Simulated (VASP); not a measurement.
# WSe (Fm-3m) in VASP: notebook

Runs on WSe. Level: r2SCAN+U. Tasks: single point.

Program: VASP 6.6.1. These are calculated values, not measurements. Logs are shortened: lines on timing, memory, paths and dates and some standing lists are left out, and cuts for length are marked.

## 1. The cell of the first run

Symmetry: Fm-3m, No. 225, cubic system. The conventional cell has a = 5.334 Å, b = 5.334 Å, c = 5.334 Å, α = 90.00°, β = 90.00°, γ = 90.00°. W (site symmetry m-3m) has 6 Se at 2.67 Å within 3.5 Å. Within 3.5 Å of Se (site symmetry m-3m) lie 6 W at 2.67 Å.

## 2. Single point, r2SCAN+U

File POSCAR:

```
WSe
1.0
    0.0000000000      2.6671165099      2.6671165099
    2.6671165099      0.0000000000      2.6671165099
    2.6671165099      2.6671165099      0.0000000000
W Se
1 1
Direct
    0.0000000000      0.0000000000      0.0000000000
    0.5000000000      0.5000000000      0.5000000000
```

File INCAR.step1:

```
PREC = Accurate
ENCUT = 520
ISMEAR = 0
SIGMA = 0.1
LREAL = False
LASPH = True
NELM = 150
LMAXMIX = 4
LDAU = True
LDAUTYPE = 2
LDAUL = 2 -1
LDAUU = 6.2 0
LDAUJ = 0 0
NBANDS = 17
GGA = PE
ALGO = Normal
EDIFF = 1E-4
LWAVE = True
LCHARG = False
```

File INCAR.step2:

```
PREC = Accurate
ENCUT = 520
EDIFF = 1E-6
ISMEAR = 0
SIGMA = 0.1
LREAL = False
LASPH = True
NELM = 150
ALGO = Normal
ISIF = 2
LWAVE = False
LCHARG = True
LMAXMIX = 4
LDAU = True
LDAUTYPE = 2
LDAUL = 2 -1
LDAUU = 6.2 0
LDAUJ = 0 0
LDAUPRINT = 1
METAGGA = R2SCAN
LMIXTAU = True
LELF = True
LVHAR = True
NBANDS = 17
ISTART = 1
```

File KPOINTS:

```
Automatic mesh
0
Gamma
  12 12 12
```

Potentials or basis: VASP PAW PBE potentials, release 64 (W_sv, Se).

Command:

```
cat potpaw_PBE.64/W_sv/POTCAR potpaw_PBE.64/Se/POTCAR > POTCAR
cp INCAR.step1 INCAR
mpirun -np 1 vasp_std > vasp.out
cp INCAR.step2 INCAR
mpirun -np 1 vasp_std > vasp.out
```

OUTCAR:

```text
PREC = Accurate
   ENCUT = 520
   EDIFF = 1E-6
   ISMEAR = 0
   LREAL = False
   LASPH = True
   NELM = 150
   ISIF = 2
   METAGGA = R2SCAN
   ISTART = 1

 ion  position               nearest neighbor table
   1  0.000  0.000  0.000-   2 2.67   2 2.67   2 2.67   2 2.67   2 2.67   2 2.67
   2  0.500  0.500  0.500-   1 2.67   1 2.67   1 2.67   1 2.67   1 2.67   1 2.67

  LATTYP: Found a face centered cubic cell.
 ALAT       =     5.3342330198

  Lattice vectors:

 A1 = (   0.0000000000,   2.6671165099,   2.6671165099)
 A2 = (   2.6671165099,   0.0000000000,   2.6671165099)
 A3 = (   2.6671165099,   2.6671165099,   0.0000000000)

Analysis of symmetry for initial positions (statically):
=====================================================================
 Subroutine PRICEL returns:
 Original cell was already a primitive cell.

 Routine SETGRP: Setting up the symmetry group for a
 face centered cubic supercell.

 Subroutine GETGRP returns: Found 48 space group operations
 (whereof 48 operations were pure point group operations)
 out of a pool of 48 trial point group operations.

The static configuration has the point symmetry O_h .

Analysis of symmetry for dynamics (positions and initial velocities):
=====================================================================
 Subroutine PRICEL returns:
 Original cell was already a primitive cell.

 Routine SETGRP: Setting up the symmetry group for a
 face centered cubic supercell.

 Subroutine GETGRP returns: Found 48 space group operations
 (whereof 48 operations were pure point group operations)
 out of a pool of 48 trial point group operations.

The dynamic configuration has the point symmetry O_h .

 Subroutine INISYM returns: Found 48 space group operations
 (whereof 48 operations are pure point group operations),
 and found     1 'primitive' translations

----------------------------------------------------------------------------------------

                                     Primitive cell

  volume of cell :      37.9451

  direct lattice vectors                    reciprocal lattice vectors
     0.000000000  2.667116510  2.667116510    -0.187468376  0.187468376  0.187468376
[... 127 lines left out ...]

atom =   1  type =  1  l = 2

 onsite density matrix

spin component  1

  0.4692  0.0000 -0.0000  0.0000  0.0000
  0.0000  0.4692  0.0000 -0.0000  0.0000
 -0.0000  0.0000  0.1408  0.0000 -0.0000
  0.0000 -0.0000  0.0000  0.4692 -0.0000
  0.0000  0.0000 -0.0000 -0.0000  0.1408

spin component  2

  0.4692  0.0000 -0.0000  0.0000  0.0000
  0.0000  0.4692  0.0000 -0.0000  0.0000
 -0.0000  0.0000  0.1408  0.0000 -0.0000
  0.0000 -0.0000  0.0000  0.4692 -0.0000
  0.0000  0.0000 -0.0000 -0.0000  0.1408

 occupancies and eigenvectors

  o =  0.1408  v =  0.0000 -0.0000  0.4022 -0.0000  0.9155  0.0000  0.0000  0.0000  0.0000  0.0000      0.0000  0.0000  0.0000  0.0000  0.0000  0.0000  0.0000  0.0000  0.0000  0.0000
  o =  0.1408  v =  0.0000  0.0000  0.0000  0.0000  0.0000  0.0000 -0.0000  0.4022 -0.0000  0.9155      0.0000  0.0000  0.0000  0.0000  0.0000  0.0000  0.0000  0.0000  0.0000  0.0000
  o =  0.1408  v =  0.0000  0.0000  0.0000  0.0000  0.0000  0.0000 -0.0000 -0.9155  0.0000  0.4022      0.0000  0.0000  0.0000  0.0000  0.0000  0.0000  0.0000  0.0000  0.0000  0.0000
  o =  0.1408  v =  0.0000 -0.0000 -0.9155  0.0000  0.4022  0.0000  0.0000  0.0000  0.0000  0.0000      0.0000  0.0000  0.0000  0.0000  0.0000  0.0000  0.0000  0.0000  0.0000  0.0000
  o =  0.4692  v =  0.0000  0.0478  0.0000  0.9989  0.0000  0.0000  0.0000  0.0000  0.0000  0.0000      0.0000  0.0000  0.0000  0.0000  0.0000  0.0000  0.0000  0.0000  0.0000  0.0000
  o =  0.4692  v =  0.0000  0.0000  0.0000  0.0000  0.0000  0.0000  0.0478  0.0000  0.9989  0.0000      0.0000  0.0000  0.0000  0.0000  0.0000  0.0000  0.0000  0.0000  0.0000  0.0000
  o =  0.4692  v =  0.0000  0.0000  0.0000  0.0000  0.0000  0.0000  0.9989 -0.0000 -0.0478  0.0000      0.0000  0.0000  0.0000  0.0000  0.0000  0.0000  0.0000  0.0000  0.0000  0.0000
  o =  0.4692  v =  0.0000  0.9989 -0.0000 -0.0478  0.0000  0.0000  0.0000  0.0000  0.0000  0.0000      0.0000  0.0000  0.0000  0.0000  0.0000  0.0000  0.0000  0.0000  0.0000  0.0000
  o =  0.4692  v =  1.0000  0.0000  0.0000  0.0000  0.0000  0.0000  0.0000  0.0000  0.0000  0.0000      0.0000  0.0000  0.0000  0.0000  0.0000  0.0000  0.0000  0.0000  0.0000  0.0000
  o =  0.4692  v =  0.0000  0.0000  0.0000  0.0000  0.0000  1.0000  0.0000  0.0000  0.0000  0.0000      0.0000  0.0000  0.0000  0.0000  0.0000  0.0000  0.0000  0.0000  0.0000  0.0000

 number of electron      20.0000001 magnetization

 Free energy of the ion-electron system (eV)
  ---------------------------------------------------
  ext. energy  EPLUGINS =         0.00000000
  ---------------------------------------------------
  free energy    TOTEN  =       -56.37236799 eV

  energy without entropy =      -56.35190199  energy(sigma->0) =      -56.36213499

 E-fermi :   8.6780     XC(G=0): -12.3437

 val. band max:        8.6764440687   @ k =  -0.4167   0.1667   0.0000
 cond. band min:       8.6781897985   @ k =   0.0833   0.0833   0.0000
 fundamental gap:      0.0017457297
 Fermi energy:         8.6779630928

 k-point     1 :       0.0000    0.0000    0.0000
  band No.  band energies     occupation
      1     -68.4099      2.00000
      2     -31.9536      2.00000
      3     -31.9536      2.00000
      4     -31.9536      2.00000
      5      -8.2398      2.00000
      6       5.7808      2.00000
[... 457 lines left out ...]
      4     -31.9637      2.00000
      5      -6.5678      2.00000
      6       0.3022      2.00000
[... 9 lines left out ...]
     16      16.5950      0.00000
     17      17.4528      0.00000

 [... further k-points ...]
[... 5 lines left out ...]
  --------------------------------------------------------------------------------------
  -------------------------------------------------------------------------------------
  Total        0.2366944      0.2366944      0.2366944     -0.0000000     -0.0000000      0.0000000
  in kB        9.9940736      9.9940736      9.9940736     -0.0000000     -0.0000000      0.0000000
  external PRESSURE =       9.9940736 kB  Pullay stress =       0.0000000 kB

 VOLUME and BASIS-vectors are now :
 -----------------------------------------------------------------------------
  energy-cutoff  :      520.00
  volume of cell :       37.95
      direct lattice vectors                 reciprocal lattice vectors
     0.000000000  2.667116510  2.667116510    -0.187468376  0.187468376  0.187468376
     2.667116510  0.000000000  2.667116510     0.187468376 -0.187468376  0.187468376
     2.667116510  2.667116510  0.000000000     0.187468376  0.187468376 -0.187468376

 POSITION                                       TOTAL-FORCE (eV/Angst)
 -----------------------------------------------------------------------------------
      0.00000      0.00000      0.00000         0.000000      0.000000      0.000000
      2.66712      2.66712      2.66712        -0.000000     -0.000000     -0.000000
 -----------------------------------------------------------------------------------
    total drift:                               -0.000000      0.000000      0.000000

  FREE ENERGIE OF THE ION-ELECTRON SYSTEM (eV)
  ---------------------------------------------------
  free  energy   TOTEN  =       -56.3723679851 eV

  energy  without entropy=      -56.3519019868  energy(sigma->0) =      -56.36213499
```

OUTCAR.step1:

```text
PREC = Accurate
   ENCUT = 520
   ISMEAR = 0
   LREAL = False
   LASPH = True
[... 705 lines left out ...]
      0.00000      0.00000      0.00000        -0.000000     -0.000000     -0.000000
      2.66712      2.66712      2.66712         0.000000      0.000000      0.000000
 -----------------------------------------------------------------------------------
    total drift:                               -0.000000      0.000000      0.000000

  FREE ENERGIE OF THE ION-ELECTRON SYSTEM (eV)
  ---------------------------------------------------
  free  energy   TOTEN  =        -7.1744117955 eV

  energy  without entropy=       -7.1512527445  energy(sigma->0) =       -7.16283227
```

OSZICAR.step1:

```text
N       E                     dE             d eps       ncg     rms          rms(c)
DAV:   1     0.146453348816E+03    0.14645E+03   -0.10199E+04  2448   0.120E+03
DAV:   2    -0.295258640477E+01   -0.14941E+03   -0.14565E+03  2929   0.322E+02
DAV:   3    -0.798255735628E+01   -0.50300E+01   -0.49467E+01  2796   0.543E+01
DAV:   4    -0.802557692982E+01   -0.43020E-01   -0.42980E-01  2928   0.548E+00
DAV:   5    -0.802593690686E+01   -0.35998E-03   -0.35997E-03  2794   0.525E-01    0.136E+01
DAV:   6    -0.711481881983E+01    0.91112E+00   -0.30188E+00  2616   0.127E+01    0.437E+00
DAV:   7    -0.710269186161E+01    0.12127E-01   -0.83374E-02  2661   0.181E+00    0.200E+00
DAV:   8    -0.710870982742E+01   -0.60180E-02   -0.46336E-02  2715   0.974E-01    0.373E-01
DAV:   9    -0.711457851605E+01   -0.58687E-02   -0.64734E-03  2837   0.286E-01    0.326E-01
DAV:  10    -0.712447864829E+01   -0.99001E-02   -0.16036E-02  2557   0.434E-01    0.279E-01
DAV:  11    -0.714372604161E+01   -0.19247E-01   -0.80074E-02  2604   0.730E-01    0.245E-01
DAV:  12    -0.717026250160E+01   -0.26536E-01   -0.89665E-01  2559   0.250E+00    0.269E-01
DAV:  13    -0.714465937211E+01    0.25603E-01   -0.53725E-01  2532   0.230E+00    0.276E-01
DAV:  14    -0.717363111664E+01   -0.28972E-01   -0.60323E-01  2514   0.200E+00    0.100E-01
DAV:  15    -0.717440250630E+01   -0.77139E-03   -0.42192E-03  2586   0.321E-01    0.453E-02
DAV:  16    -0.717379800664E+01    0.60450E-03   -0.30737E-03  2633   0.209E-01    0.619E-02
DAV:  17    -0.717437089272E+01   -0.57289E-03   -0.76066E-03  2525   0.311E-01    0.150E-02
DAV:  18    -0.717441179552E+01   -0.40903E-04   -0.12375E-04  1354   0.525E-02
   1 F= -.71744118E+01 E0= -.71628323E+01  d E =-.231591E-01
```

It took 98 s on 1 thread of Intel Xeon 6975P-C (Granite Rapids), shared host; peak memory 0.19 GiB.

Results:

| Item | Value |
| --- | --- |
| Free energy | -56.3724 eV |
| Pressure | 1.0 GPa |
| Band gap on the k mesh | zero (band 10 reaches 9.14 eV, above the bottom of band 11 at 6.41 eV) |

Eigenvalues of the final occupation matrices:
```
    site  spin  trace               eigenvalues
site 1 d     1   1.69  0.14 0.14 0.47 0.47 0.47
site 1 d     2   1.69  0.14 0.14 0.47 0.47 0.47
```

Caveat: the PAW data sets were made with another functional, which shifts forces and pressure a little; spin-orbit coupling is left out, which moves the levels of the heavy elements; U without spin polarisation on a metal has little footing.

[end of part 1 of 2]
